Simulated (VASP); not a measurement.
## ZnMo3: single point with PBE

ZnMo3:

```
Zn Mo
1.0
     3.84200    0.00000    0.00000
     0.00000    3.84200    0.00000
     0.00000    0.00000    3.84200
Zn Mo
1 3
Direct
  0.00000 0.00000 0.00000
  0.00000 0.50000 0.50000
  0.50000 0.00000 0.50000
  0.50000 0.50000 0.00000
```

* Program: VASP 6.6.1
* Task: single point
* Functional: PBE
* Potentials or basis: VASP PAW PBE potentials, release 64 (Zn, Mo_sv)
* Cutoff: 520 eV
* k mesh: 6 × 6 × 6
* Occupations: fermi-dirac, width 0.1 eV
* Spin: no spin polarisation
* Dipole correction: no
* Further INCAR settings: ALGO = Normal; EDIFF = 1e-07; NBANDS = 35

```
Pressure               : 18.6 GPa
Band gap on the k mesh : zero (band 27 reaches 12.37 eV, above the bottom of band 28 at 10.84 eV)
```

Levels at points of the mesh, in eV from the Fermi level:
```csv
k point,band 25,band 26,band 27,band 28,band 29,band 30
"(0.00, 0.00, 0.00)",1.00,1.00,1.00,2.21,2.21,2.21
"(0.50, 0.00, 0.00)",-0.87,-0.87,-0.40,0.05,0.35,0.93
"(0.50, 0.50, 0.00)",-2.30,-0.75,-0.75,0.29,0.29,0.33
"(0.50, 0.50, 0.50)",-0.34,-0.34,-0.34,0.80,0.80,0.80
```

Wall time 26 s on 1 thread of Intel(R) Xeon(R) Platinum 8488C (Sapphire Rapids), with other jobs on the host, peak memory 0.18 GiB.
